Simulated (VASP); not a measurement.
# Si (Fd-3m) in VASP: further runs, part 2 of 2

VASP 6.6.1. The steps go on from the part before.

**4. Vibrations by perturbation theory, LDA**

This run uses another cell than the first one, of 19.32 Å³/atom, 1.044 times its volume.

Contents of INCAR:

```
ALGO = Normal ; EDIFF = 1E-8
ENCUT = 520 ; GGA = CA
IBRION = 8 ; ISIF = 2
ISMEAR = 0 ; LASPH = T
LCHARG = F ; LREAL = F
LWAVE = F ; NBANDS = 11
NELM = 80 ; NSW = 1
PREC = Accurate ; SIGMA = 0.01
```

Contents of KPOINTS:

```
k-points
0
Gamma
  8 8 8
```

Contents of POSCAR:

```
Si
1.0
    2.6832159266      2.6832159266      0.0000000000
   -2.6832159266      2.6832159266      0.0000000000
    0.0000000000      2.6832159266      2.6832159266
Si
2
Direct
    0.2500000000      0.7500000000      0.5000000000
    0.0000000000      0.0000000000      0.0000000000
```

Potentials or basis: VASP PAW LDA potentials, release 64 (Si).

Started as:

```sh
$ cat potpaw_LDA.64/Si/POTCAR > POTCAR
$ mpirun -np 1 vasp_std > vasp.out
```

OUTCAR:

```text
EDIFF = 1E-8
   ENCUT = 520
   GGA = CA
   IBRION = 8
   ISIF = 2
   ISMEAR = 0
   LASPH = T
   LREAL = F
   NELM = 80
   NSW = 1
   PREC = Accurate

 ion  position               nearest neighbor table
   1  0.250  0.750  0.500-   2 2.32   2 2.32   2 2.32   2 2.32
   2  0.000  0.000  0.000-   1 2.32   1 2.32   1 2.32   1 2.32

  LATTYP: Found a face centered cubic cell.
 ALAT       =     5.3664318532

  Lattice vectors:

[... 591 lines left out ...]
  2X    14.162253   -0.000000    0.000000  -14.162253    0.000000   -0.000000
  2Y     0.000000   14.162253   -0.000000   -0.000000  -14.162253    0.000000
  2Z     0.000000   -0.000000   14.162253   -0.000000    0.000000  -14.162253

 Eigenvectors and eigenvalues of the dynamical matrix
 ----------------------------------------------------

   1 f  =   15.699820 THz    98.644880 2PiTHz  523.689632 cm-1    64.929210 meV
             X         Y         Z           dx          dy          dz
     -1.341608  4.024824  1.341608    -0.171499   -0.685994    0.000000
      0.000000  0.000000  0.000000     0.171499    0.685994    0.000000
[... 16 lines left out ...]
   5 f  =    0.000000 THz     0.000000 2PiTHz    0.000000 cm-1     0.000000 meV
             X         Y         Z           dx          dy          dz
     -1.341608  4.024824  1.341608     0.000000   -0.000000    0.707107
      0.000000  0.000000  0.000000    -0.000000    0.000000    0.707107

   6 f/i=    0.000000 THz     0.000001 2PiTHz    0.000007 cm-1     0.000001 meV
             X         Y         Z           dx          dy          dz
     -1.341608  4.024824  1.341608    -0.001280   -0.707106    0.000000
      0.000000  0.000000  0.000000    -0.001280   -0.707106    0.000000

--------------------------------------------------------------------------------------------------------

 ELASTIC MODULI CONTR FROM IONIC RELAXATION (kBar)
 Direction    XX          YY          ZZ          XY          YZ          ZX
 --------------------------------------------------------------------------------
 XX          -0.0000      0.0000     -0.0000      0.0000      0.0000      0.0000
 YY           0.0000     -0.0000     -0.0000      0.0000     -0.0000     -0.0000
 ZZ          -0.0000     -0.0000     -0.0000      0.0000      0.0000     -0.0000
 XY           0.0000      0.0000      0.0000   -326.1228     -0.0000      0.0000
 YZ           0.0000     -0.0000      0.0000     -0.0000   -326.1228     -0.0000
 ZX           0.0000     -0.0000     -0.0000      0.0000     -0.0000   -326.1228
 --------------------------------------------------------------------------------
```

stdout:

```text
POSCAR found type information on POSCAR Si
 POSCAR found :  1 types and       2 ions
 scaLAPACK will be used
 LDA part: xc-table for (Slater(with rela. corr.)+CA(PZ))
 , standard interpolation
 POSCAR, INCAR and KPOINTS ok, starting setup
 FFT: planning ... GRIDC
 FFT: planning ... GRID_SOFT
 FFT: planning ... GRID
 WAVECAR not read
 entering main loop
 Linear response reoptimize wavefunctions to high precision
 Linear response DOF=           1
 Linear response progress:
 first order change of Fermi-energy  -0.18904E-03
 force on displaced ion       1 direction 1 : -14.162  -0.000   0.000
 Linear response finished
```

Wall time 33 s (1 thread of Intel Xeon Platinum 8488C (Sapphire Rapids), shared host); peak memory 0.2 GiB.

What came out:

```
Highest phonon frequency at Γ : 524 cm⁻¹
```

Phonon frequencies in cm⁻¹ (negative: imaginary):
| q point | frequencies |
| --- | --- |
| (0.000, 0.000, 0.000) | 0 0 0 524 524 524 |

Caveat: the cell wasn't relaxed at this level first, which shifts response properties.

**5. Vibrations by perturbation theory, LDA**

This run uses another cell than the first one, of 19.70 Å³/atom, 1.065 times its volume.

Contents of INCAR:

```
ALGO = Normal ; EDIFF = 1E-8
ENCUT = 520 ; GGA = CA
IBRION = 8 ; ISIF = 2
ISMEAR = 0 ; LASPH = T
LCHARG = F ; LREAL = F
LWAVE = F ; NELM = 100
NSW = 1 ; PREC = Accurate
SIGMA = 0.01
```

KPOINTS is that of step 4.

Contents of POSCAR:

```
Si
1.0
    2.7009789307      2.7009789307      0.0000000000
   -2.7009789307      2.7009789307      0.0000000000
    0.0000000000      2.7009789307      2.7009789307
Si
2
Direct
    0.2500000000      0.7500000000      0.5000000000
    0.0000000000      0.0000000000      0.0000000000
```

Potentials or basis: VASP PAW LDA potentials, release 64 (Si).

Started as:

```sh
$ cat potpaw_LDA.64/Si/POTCAR > POTCAR
$ mpirun -np 1 vasp_std > vasp.out
```

OUTCAR:

```text
EDIFF = 1E-8
   ENCUT = 520
   GGA = CA
   IBRION = 8
   ISIF = 2
   ISMEAR = 0
   LASPH = T
   LREAL = F
   NELM = 100
   NSW = 1
   PREC = Accurate

 ion  position               nearest neighbor table
   1  0.250  0.750  0.500-   2 2.34   2 2.34   2 2.34   2 2.34
   2  0.000  0.000  0.000-   1 2.34   1 2.34   1 2.34   1 2.34

  LATTYP: Found a face centered cubic cell.
 ALAT       =     5.4019578614

  Lattice vectors:

 A1 = (   0.0000000000,   2.7009789307,   2.7009789307)
 A2 = (   2.7009789307,   0.0000000000,   2.7009789307)
 A3 = (   2.7009789307,   2.7009789307,   0.0000000000)

Analysis of symmetry for initial positions (statically):
=====================================================================
 Subroutine PRICEL returns:
 Original cell was already a primitive cell.

 Routine SETGRP: Setting up the symmetry group for a
 face centered cubic supercell.

 Subroutine GETGRP returns: Found 48 space group operations
 (whereof 24 operations were pure point group operations)
 out of a pool of 48 trial point group operations.

The static configuration has the point symmetry T_d .
 The point group associated with its full space group is O_h .

Analysis of symmetry for dynamics (positions and initial velocities):
=====================================================================
 Subroutine PRICEL returns:
 Original cell was already a primitive cell.

 Routine SETGRP: Setting up the symmetry group for a
 face centered cubic supercell.

 Subroutine GETGRP returns: Found 48 space group operations
 (whereof 24 operations were pure point group operations)
 out of a pool of 48 trial point group operations.

The dynamic configuration has the point symmetry T_d .
 The point group associated with its full space group is O_h .

 Subroutine INISYM returns: Found 48 space group operations
 (whereof 24 operations are pure point group operations),
 and found     1 'primitive' translations

----------------------------------------------------------------------------------------

                                     Primitive cell

  volume of cell :      39.4088

  direct lattice vectors                    reciprocal lattice vectors
     2.700978931  2.700978931  0.000000000     0.185118067  0.185118067 -0.185118067
    -2.700978931  2.700978931  0.000000000    -0.185118067  0.185118067 -0.185118067
     0.000000000  2.700978931  2.700978931     0.000000000  0.000000000  0.370236135

  length of vectors
     3.819761035  3.819761035  3.819761035     0.320633898  0.320633898  0.370236135

  position of ions in fractional coordinates (direct lattice)
     0.250000000  0.750000000  0.500000000
     0.000000000  0.000000000  0.000000000

[... 125 lines left out ...]

 E-fermi :   6.0259     XC(G=0):  -9.6651

 val. band max:        5.9349171054   @ k =   0.0000   0.0000   0.0000
 cond. band min:       6.4243258437   @ k =  -0.3750   0.3750   0.0000
 fundamental gap:      0.4894087384
 Fermi energy:         6.0258730187

 k-point     1 :       0.0000    0.0000    0.0000
  band No.  band energies     occupation
      1      -6.1321      2.00000
      2       5.9349      2.00000
      3       5.9349      2.00000
      4       5.9349      2.00000
      5       8.4650      0.00000
      6       8.4650      0.00000
      7       8.4650      0.00000
      8       9.3270      0.00000
[... 243 lines left out ...]
 k-point    24 :       0.5000    0.2500    0.1250
  band No.  band energies     occupation
      1      -3.2085      2.00000
      2      -0.9220      2.00000
      3       2.4193      2.00000
      4       3.7331      2.00000
      5       8.9551      0.00000
      6       8.9745      0.00000
      7      11.8273      0.00000
      8      13.0034      0.00000

 [... further k-points ...]
[... 5 lines left out ...]
  --------------------------------------------------------------------------------------
  -------------------------------------------------------------------------------------
  Total        0.0134981      0.0134981      0.0134981      0.0000000      0.0000000     -0.0000000
  in kB        0.5487705      0.5487705      0.5487705      0.0000000      0.0000000     -0.0000000
  external PRESSURE =       0.5487705 kB  Pullay stress =       0.0000000 kB

 VOLUME and BASIS-vectors are now :
 -----------------------------------------------------------------------------
  energy-cutoff  :      520.00
  volume of cell :       39.41
      direct lattice vectors                 reciprocal lattice vectors
     2.700978931  2.700978931  0.000000000     0.185118067  0.185118067 -0.185118067
    -2.700978931  2.700978931  0.000000000    -0.185118067  0.185118067 -0.185118067
     0.000000000  2.700978931  2.700978931     0.000000000  0.000000000  0.370236135

 POSITION                                       TOTAL-FORCE (eV/Angst)
 -----------------------------------------------------------------------------------
     -1.35049      4.05147      1.35049        -0.000000     -0.000000      0.000000
      0.00000      0.00000      0.00000         0.000000      0.000000      0.000000
 -----------------------------------------------------------------------------------
    total drift:                                0.000000     -0.000000     -0.000000

  FREE ENERGIE OF THE ION-ELECTRON SYSTEM (eV)
  ---------------------------------------------------
  free  energy   TOTEN  =       -11.9155695010 eV

  energy  without entropy=      -11.9155695010  energy(sigma->0) =      -11.91556950

[... ionic steps 2 to 3 ...]

--------------------------------------- Ionic step        4  -------------------------------------------

 Free energy of the ion-electron system (eV)
  ---------------------------------------------------
  ---------------------------------------------------
  free energy    TOTEN  =        -0.01772739 eV

  energy without entropy =       -0.01772739

------------------------ aborting loop because EDIFF is reached ----------------------------------------

 INTERNAL STRAIN TENSOR  FOR ION    1  DIRECTION 1   (eV/Angst):
 -----------------------------------------------------------------------------
     0.01941  0.00000  0.00000
     0.00000 -0.01090 -9.65759
     0.00000 -9.65759 -0.01090

 INTERNAL STRAIN TENSOR FOR ION    2 for displacements in x,y,z  (eV/Angst):
          X           Y           Z          XY          YZ          ZX
  --------------------------------------------------------------------------------
  x     0.00000     0.00000     0.00000     0.00000     9.65759     0.00000
  y     0.00000     0.00000     0.00000     0.00000     0.00000     9.65759
  z     0.00000     0.00000     0.00000     9.65759     0.00000     0.00000

 SECOND DERIVATIVES (NOT SYMMETRIZED)
 ------------------------------------
               1X          1Y          1Z          2X          2Y          2Z
  1X   -13.614411   -0.000000    0.000000   13.614411    0.000000   -0.000000
  1Y     0.000000  -13.614411   -0.000000   -0.000000   13.614411    0.000000
  1Z     0.000000   -0.000000  -13.614411   -0.000000    0.000000   13.614411
  2X    13.614411    0.000000   -0.000000  -13.614411   -0.000000    0.000000
  2Y    -0.000000   13.614411    0.000000    0.000000  -13.614411   -0.000000
  2Z    -0.000000    0.000000   13.614411    0.000000   -0.000000  -13.614411

 Eigenvectors and eigenvalues of the dynamical matrix
 ----------------------------------------------------

   1 f  =   15.393165 THz    96.718111 2PiTHz  513.460731 cm-1    63.660989 meV
             X         Y         Z           dx          dy          dz
     -1.350489  4.051468  1.350489    -0.171499   -0.685994    0.000000
      0.000000  0.000000  0.000000     0.171499    0.685994    0.000000
[... 16 lines left out ...]
   5 f  =    0.000000 THz     0.000000 2PiTHz    0.000000 cm-1     0.000000 meV
             X         Y         Z           dx          dy          dz
     -1.350489  4.051468  1.350489    -0.000000    0.000000    0.707107
      0.000000  0.000000  0.000000     0.000000    0.000000    0.707107

   6 f/i=    0.000000 THz     0.000000 2PiTHz    0.000003 cm-1     0.000000 meV
             X         Y         Z           dx          dy          dz
     -1.350489  4.051468  1.350489    -0.683982    0.179356    0.000000
      0.000000  0.000000  0.000000    -0.683982    0.179356    0.000000

--------------------------------------------------------------------------------------------------------

 ELASTIC MODULI CONTR FROM IONIC RELAXATION (kBar)
 Direction    XX          YY          ZZ          XY          YZ          ZX
 --------------------------------------------------------------------------------
 XX           0.0000      0.0000      0.0000      0.0000      0.0000      0.0000
 YY           0.0000      0.0000      0.0000      0.0000      0.0000      0.0000
 ZZ           0.0000      0.0000      0.0000      0.0000      0.0000      0.0000
 XY           0.0000      0.0000      0.0000   -278.5193      0.0000     -0.0000
 YZ           0.0000      0.0000      0.0000      0.0000   -278.5193      0.0000
 ZX           0.0000      0.0000      0.0000     -0.0000      0.0000   -278.5193
 --------------------------------------------------------------------------------
```

OSZICAR:

```text
N       E                     dE             d eps       ncg     rms          rms(c)
DAV:   1     0.748591986240E+01    0.74859E+01   -0.32507E+03   464   0.766E+02
DAV:   2    -0.118862910111E+02   -0.19372E+02   -0.18921E+02   720   0.840E+01
DAV:   3    -0.121865941626E+02   -0.30030E+00   -0.30030E+00   536   0.129E+01
DAV:   4    -0.121883454625E+02   -0.17513E-02   -0.17513E-02   792   0.109E+00
[... 23 lines left out ...]
RMM:   8    -0.177274424146E-01   -0.82192E-07   -0.37713E-07  2609   0.870E-05    0.277E-05
RMM:   9    -0.177273897098E-01    0.52705E-07   -0.14168E-07  2653   0.251E-05    0.552E-06
RMM:  10    -0.177274083345E-01   -0.18625E-07   -0.27280E-08  2663   0.932E-06    0.229E-06
RMM:  11    -0.177273926720E-01    0.15663E-07   -0.31356E-09  2382   0.421E-06    0.351E-07
RMM:  12    -0.177273931031E-01   -0.43116E-09    0.19551E-10  1445   0.224E-06    0.163E-07
 Linear response finished
```

stdout:

```text
POSCAR found type information on POSCAR Si
 POSCAR found :  1 types and       2 ions
 scaLAPACK will be used
 LDA part: xc-table for (Slater(with rela. corr.)+CA(PZ))
 , standard interpolation
 POSCAR, INCAR and KPOINTS ok, starting setup
 FFT: planning ... GRIDC
 FFT: planning ... GRID_SOFT
 FFT: planning ... GRID
 WAVECAR not read
 entering main loop
 Linear response reoptimize wavefunctions to high precision
 Linear response DOF=           1
 Linear response progress:
 first order change of Fermi-energy  -0.18949E-03
 force on displaced ion       1 direction 1 : -13.614  -0.000  -0.000
 Linear response finished
```

It took 26 s on 1 thread of Intel Xeon Platinum 8488C (Sapphire Rapids), shared host; peak memory 0.18 GiB.

What came out:

```yaml
Highest_phonon_frequency_at_Γ: 513 cm⁻¹
```

Phonon frequencies in cm⁻¹ (negative: imaginary):
| q point | frequencies |
| --- | --- |
| (0.000, 0.000, 0.000) | 0 0 0 513 513 513 |

**6. Vibrations by perturbation theory, LDA**

This run uses another cell than the first one, of 20.13 Å³/atom, 1.088 times its volume.

Contents of INCAR:

```
ALGO = Normal
EDIFF = 1E-8
ENCUT = 520
IBRION = 8
ISIF = 2
ISMEAR = 0
LASPH = T
LCHARG = F
LREAL = F
LWAVE = F
NBANDS = 11
NELM = 60
NSW = 1
PREC = Accurate
SIGMA = 0.01
```

KPOINTS is that of step 5.

Contents of POSCAR:

```
Si
1.0
    2.7203736804      2.7203736804      0.0000000000
   -2.7203736804      2.7203736804      0.0000000000
    0.0000000000      2.7203736804      2.7203736804
Si
2
Direct
    0.2500000000      0.7500000000      0.5000000000
    0.0000000000      0.0000000000      0.0000000000
```

Potentials or basis: VASP PAW LDA potentials, release 64 (Si).

Started as:

```sh
$ cat potpaw_LDA.64/Si/POTCAR > POTCAR
$ mpirun -np 1 vasp_std > vasp.out
```

OUTCAR:

```text
EDIFF = 1E-8
   ENCUT = 520
   IBRION = 8
   ISIF = 2
   ISMEAR = 0
   LASPH = T
   LREAL = F
   NELM = 60
   NSW = 1
   PREC = Accurate

 ion  position               nearest neighbor table
   1  0.250  0.750  0.500-   2 2.36   2 2.36   2 2.36   2 2.36
   2  0.000  0.000  0.000-   1 2.36   1 2.36   1 2.36   1 2.36

  LATTYP: Found a face centered cubic cell.
 ALAT       =     5.4407473608

  Lattice vectors:

 A1 = (   0.0000000000,   2.7203736804,   2.7203736804)
[... 590 lines left out ...]
  1Z     0.000000    0.000000  -13.040956    0.000000    0.000000   13.040956
  2X    13.040956    0.000000    0.000000  -13.040956    0.000000    0.000000
  2Y     0.000000   13.040956    0.000000    0.000000  -13.040956    0.000000
  2Z     0.000000    0.000000   13.040956    0.000000    0.000000  -13.040956

 Eigenvectors and eigenvalues of the dynamical matrix
 ----------------------------------------------------

   1 f  =   15.065489 THz    94.659257 2PiTHz  502.530611 cm-1    62.305827 meV
             X         Y         Z           dx          dy          dz
     -1.360187  4.080561  1.360187     0.707107    0.000000    0.000000
      0.000000  0.000000  0.000000    -0.707107    0.000000    0.000000
[... 16 lines left out ...]
   5 f  =    0.000000 THz     0.000000 2PiTHz    0.000000 cm-1     0.000000 meV
             X         Y         Z           dx          dy          dz
     -1.360187  4.080561  1.360187     0.707107    0.000000    0.000000
      0.000000  0.000000  0.000000     0.707107    0.000000    0.000000

   6 f/i=    0.000000 THz     0.000001 2PiTHz    0.000007 cm-1     0.000001 meV
             X         Y         Z           dx          dy          dz
     -1.360187  4.080561  1.360187     0.000000    0.199271    0.678448
      0.000000  0.000000  0.000000     0.000000    0.199271    0.678448

--------------------------------------------------------------------------------------------------------

 ELASTIC MODULI CONTR FROM IONIC RELAXATION (kBar)
 Direction    XX          YY          ZZ          XY          YZ          ZX
 --------------------------------------------------------------------------------
 XX           0.0000      0.0000      0.0000      0.0000      0.0000      0.0000
 YY           0.0000      0.0000      0.0000      0.0000      0.0000      0.0000
 ZZ           0.0000      0.0000      0.0000      0.0000      0.0000      0.0000
 XY           0.0000      0.0000      0.0000   -232.6157      0.0000      0.0000
 YZ           0.0000      0.0000      0.0000      0.0000   -232.6157      0.0000
 ZX           0.0000      0.0000      0.0000      0.0000      0.0000   -232.6157
 --------------------------------------------------------------------------------
```

Run time: 41 s. Hardware: 1 thread of Intel Xeon Platinum 8488C (Sapphire Rapids), shared host; peak memory 0.2 GiB.

Results:

```
Highest phonon frequency at Γ : 503 cm⁻¹
```

Phonon frequencies in cm⁻¹ (negative: imaginary):
```csv
q point,frequencies
"(0.000, 0.000, 0.000)",0 0 0 503 503 503
```

Caveat: the cell wasn't relaxed at this level first, which shifts response properties.
